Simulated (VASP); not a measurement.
# LiCl (Fm-3m) in VASP: further runs, part 2 of 2

VASP 6.6.1.

**3. Single point, PBE (17.53 Å³/atom)**

This run uses another cell than the first one, of 17.53 Å³/atom.

Input file INCAR:

```
SYSTEM = LiCl
PREC     = Accurate       ! precision mode
ENCUT    = 750            ! plane-wave cutoff, eV
EDIFF    = 1E-6           ! SCF threshold, eV
ISMEAR   = 0              ! smearing method
SIGMA    = 0.01           ! smearing width, eV
LREAL    = .FALSE.        ! projectors in reciprocal space
LASPH    = .TRUE.         ! aspherical terms in the spheres
NELM     = 120            ! most SCF steps
ALGO     = Normal         ! electronic algorithm
ISIF     = 2              ! what is computed and relaxed
LWAVE    = .FALSE.        ! write WAVECAR
LCHARG   = .FALSE.        ! write CHGCAR
GGA      = PE             ! functional
NBANDS   = 12             ! bands
GGA_COMPAT= .FALSE.
```

Input file KPOINTS:

```
regular mesh
0
G
  6 6 6
  0 0 0
```

Input file POSCAR:

```
LiCl
1.0
    0.0000000000      2.5979347105      2.5979347105
    2.5979347105      0.0000000000      2.5979347105
    2.5979347105      2.5979347105      0.0000000000
Li Cl
1 1
Direct
    0.0000000000      0.0000000000      0.0000000000
    0.5000000000      0.5000000000      0.5000000000
```

Potentials or basis: VASP PAW PBE potentials, release 64 (Li_sv, Cl).

Command:

```
$ cat potpaw_PBE.64/Li_sv/POTCAR potpaw_PBE.64/Cl/POTCAR > POTCAR
$ mpirun -np 1 vasp_std > vasp.out
```

OUTCAR:

```text
SYSTEM = LiCl
   PREC = Accurate
   ENCUT = 750
   EDIFF = 1E-6
   ISMEAR = 0
   LREAL = .FALSE.
   LASPH = .TRUE.
   NELM = 120
   ISIF = 2
   GGA = PE

 ion  position               nearest neighbor table
   1  0.000  0.000  0.000-   2 2.60   2 2.60   2 2.60   2 2.60   2 2.60   2 2.60
   2  0.500  0.500  0.500-   1 2.60   1 2.60   1 2.60   1 2.60   1 2.60   1 2.60

  LATTYP: Found a face centered cubic cell.
 ALAT       =     5.1958694210

  Lattice vectors:

 A1 = (   0.0000000000,   2.5979347105,   2.5979347105)
 A2 = (   2.5979347105,   0.0000000000,   2.5979347105)
 A3 = (   2.5979347105,   2.5979347105,   0.0000000000)

Analysis of symmetry for initial positions (statically):
=====================================================================
 Subroutine PRICEL returns:
 Original cell was already a primitive cell.

 Routine SETGRP: Setting up the symmetry group for a
 face centered cubic supercell.

 Subroutine GETGRP returns: Found 48 space group operations
 (whereof 48 operations were pure point group operations)
 out of a pool of 48 trial point group operations.

The static configuration has the point symmetry O_h .

Analysis of symmetry for dynamics (positions and initial velocities):
=====================================================================
 Subroutine PRICEL returns:
 Original cell was already a primitive cell.

 Routine SETGRP: Setting up the symmetry group for a
 face centered cubic supercell.

 Subroutine GETGRP returns: Found 48 space group operations
 (whereof 48 operations were pure point group operations)
 out of a pool of 48 trial point group operations.

The dynamic configuration has the point symmetry O_h .

 Subroutine INISYM returns: Found 48 space group operations
 (whereof 48 operations are pure point group operations),
 and found     1 'primitive' translations

----------------------------------------------------------------------------------------

                                     Primitive cell

  volume of cell :      35.0683

  direct lattice vectors                    reciprocal lattice vectors
     0.000000000  2.597934711  2.597934711    -0.192460572  0.192460572  0.192460572
     2.597934711  0.000000000  2.597934711     0.192460572 -0.192460572  0.192460572
     2.597934711  2.597934711  0.000000000     0.192460572  0.192460572 -0.192460572

  length of vectors
     3.674034502  3.674034502  3.674034502     0.333351489  0.333351489  0.333351489

  position of ions in fractional coordinates (direct lattice)
     0.000000000  0.000000000  0.000000000
     0.500000000  0.500000000  0.500000000

  ion indices of the primitive-cell ions
   primitive index   ion index
                 1           1
                 2           2

----------------------------------------------------------------------------------------

 KPOINTS: regular mesh

Automatic generation of k-mesh.
 Grid dimensions read from file:
 generate k-points for:    6    6    6

 Generating k-lattice:

  Cartesian coordinates                     Fractional coordinates (reciprocal lattice)
    -0.032076762  0.032076762  0.032076762     0.166666667  0.000000000  0.000000000
[... 33 lines left out ...]
   number of dos      NEDOS =    301   number of ions     NIONS =      2
   total plane-waves  NPLWV =  46656
   dimension x,y,z NGX =    36 NGY =   36 NGZ =   36
   dimension x,y,z NGXF=    72 NGYF=   72 NGZF=   72
   ions per type =               1   1
   NGX,Y,Z   is equivalent  to a cutoff of  16.29, 16.29, 16.29 a.u.
   NGXF,Y,Z  is equivalent  to a cutoff of  32.58, 32.58, 32.58 a.u.
 SYSTEM =  LiCl
   PREC   = accura    normal or accurate (medium, high low for compatibility)
   ISTART =      0    job   : 0-new  1-cont  2-samecut
   ICHARG =      2    charge: 1-file 2-atom 10-const
   ISPIN  =      1    spin polarized calculation?
   LNONCOLLINEAR =      F non collinear calculations
   LSORBIT =      F    spin-orbit coupling
   LASPH  =      T    aspherical Exc in radial PAW
   ENCUT  =  750.0 eV  55.12 Ry    7.42 a.u.   8.20  8.20  8.20*2*pi/ulx,y,z
   NELM   =    120;   NELMIN=  2; NELMDL= -5     # of ELM steps
   EDIFF  = 0.1E-05   stopping-criterion for ELM
   LREAL  =      F    real-space projection
   EDIFFG = 0.1E-04   stopping-criterion for IOM
   NSW    =      0    number of steps for IOM
   IBRION =     -1    ionic relax: 0-MD 1-quasi-New 2-CG
   NFREE  =      0    steps in history (QN), initial steepest desc. (CG)
   ISIF   =      2    stress and relaxation
   ISYM   =      2    0-nonsym 1-usesym 2-fastsym
   POTIM  = 0.5000    time-step for ionic-motion
   TEBEG  =    0.0;   TEEND  =   0.0 temperature during run
   PSTRESS=    0.0 pullay stress
   NELECT =      10.0000    total number of electrons
   NUPDOWN=      -1.0000    fix difference up-down
   EMIN   =  10.00;   EMAX   =-10.00  energy-range for DOS
   EFERMI =   0.00;   METHOD = LEGACY
   ISMEAR =     0;   SIGMA  =   0.01  broadening in eV -4-tet -1-fermi 0-gaus
   EFERMI_NEDOS =   21; number of points for ismear=-14 and -15
   IALGO  =     38    algorithm
   IMIX   =      4    mixing-type and parameters
     AMIX     =   0.40;   BMIX     =  1.00
     AMIX_MAG =   1.60;   BMIX_MAG =  1.00
  volume/ion in A,a.u.               =      17.53       118.33
  Fermi-wavevector in a.u.,A,eV,Ry     =   1.077548  2.036270 15.797855  1.161110
  Thomas-Fermi vector in A             =   2.213463
   LORBIT       =      0    0 simple, 1 ext, 2 COOP (PROOUT), +10 PAW based schemes
   GGA     = PE    functional components
   LHFCALC =     F    Hartree Fock is set to
   AEXX    =    0.0000 exact exchange contribution
   IVDW    =     0    specifies the selected vdW correction
   LEPSILON=     F    determine dielectric tensor
   LRPA    =     F    only Hartree local field effects (RPA)
 non-spin polarized calculation
 Gauss-broadening in eV      SIGMA  =   0.01
  energy-cutoff  :      750.00
  volume of cell :       35.07
 maximum number of plane-waves:      1660
 NGX is ok and might be reduce to    36
   NGX = 17   NGY = 17   NGZ = 17

 number of electron      10.0000000 magnetization

 number of electron       9.9999999 magnetization

 Free energy of the ion-electron system (eV)
  ---------------------------------------------------
  ext. energy  EPLUGINS =         0.00000000
  ---------------------------------------------------
  free energy    TOTEN  =        -7.38114441 eV

  energy without entropy =       -7.38114441  energy(sigma->0) =       -7.38114441

 E-fermi :   0.3787     XC(G=0):  -8.5651

 val. band max:        0.2966086959   @ k =   0.0000   0.0000   0.0000
 cond. band min:       6.4157128796   @ k =   0.0000   0.0000   0.0000
 fundamental gap:      6.1191041836
 Fermi energy:         0.3787068543

 k-point     1 :       0.0000    0.0000    0.0000
  band No.  band energies     occupation
      1     -43.2892      2.00000
      2     -12.9696      2.00000
      3       0.2966      2.00000
      4       0.2966      2.00000
      5       0.2966      2.00000
      6       6.4157      0.00000
      7      12.2005      0.00000
      8      12.2005      0.00000
      9      12.2005      0.00000
     10      14.5935      0.00000
     11      14.5935      0.00000
     12      14.5935      0.00000
[... 211 lines left out ...]
 k-point    16 :      -0.3333    0.5000    0.1667
  band No.  band energies     occupation
      1     -43.2863      2.00000
      2     -12.2358      2.00000
      3      -2.0767      2.00000
      4      -1.2498      2.00000
      5      -0.7090      2.00000
      6       8.9184      0.00000
      7       9.6665      0.00000
      8      11.4762      0.00000
      9      11.5107      0.00000
     10      14.9460      0.00000
     11      17.2699      0.00000
     12      18.7466      0.00000

------------------------ aborting loop because EDIFF is reached ----------------------------------------

  FORCE on cell =-STRESS in cart. coord.  units (eV):
  Direction    XX          YY          ZZ          XY          YZ          ZX
  --------------------------------------------------------------------------------------
  -------------------------------------------------------------------------------------
  Total       -0.1892374     -0.1892374     -0.1892374     -0.0000000      0.0000000      0.0000000
  in kB       -8.6457517     -8.6457517     -8.6457517     -0.0000000      0.0000000      0.0000000
  external PRESSURE =      -8.6457517 kB  Pullay stress =       0.0000000 kB

 VOLUME and BASIS-vectors are now :
 -----------------------------------------------------------------------------
  energy-cutoff  :      750.00
  volume of cell :       35.07
      direct lattice vectors                 reciprocal lattice vectors
     0.000000000  2.597934711  2.597934711    -0.192460572  0.192460572  0.192460572
     2.597934711  0.000000000  2.597934711     0.192460572 -0.192460572  0.192460572
     2.597934711  2.597934711  0.000000000     0.192460572  0.192460572 -0.192460572

 POSITION                                       TOTAL-FORCE (eV/Angst)
 -----------------------------------------------------------------------------------
      0.00000      0.00000      0.00000         0.000000      0.000000     -0.000000
      2.59793      2.59793      2.59793        -0.000000     -0.000000      0.000000
 -----------------------------------------------------------------------------------
    total drift:                                0.000000      0.000000      0.000000

  FREE ENERGIE OF THE ION-ELECTRON SYSTEM (eV)
  ---------------------------------------------------
  free  energy   TOTEN  =        -7.3811444122 eV

  energy  without entropy=       -7.3811444122  energy(sigma->0) =       -7.38114441
```

Run time: 5.7 s. Hardware: 1 thread of Intel Xeon 6975P-C (Granite Rapids), shared host; peak memory 0.19 GiB.

Results:

```
Free energy            : -7.3811 eV
Pressure               : -0.9 GPa
Band gap on the k mesh : 6.12 eV
```

Levels at points of the mesh, in eV from the valence-band top:
| k point | band 3 | band 4 | band 5 | band 6 | band 7 | band 8 |
| --- | --- | --- | --- | --- | --- | --- |
| (0.00, 0.00, 0.00) | 0.00 | 0.00 | 0.00 | 6.12 | 11.90 | 11.90 |
| (0.50, 0.00, 0.00) | -2.66 | -0.24 | -0.24 | 6.72 | 9.48 | 9.48 |
| (0.50, 0.50, 0.00) | -2.72 | -1.03 | -1.03 | 7.79 | 8.35 | 12.12 |
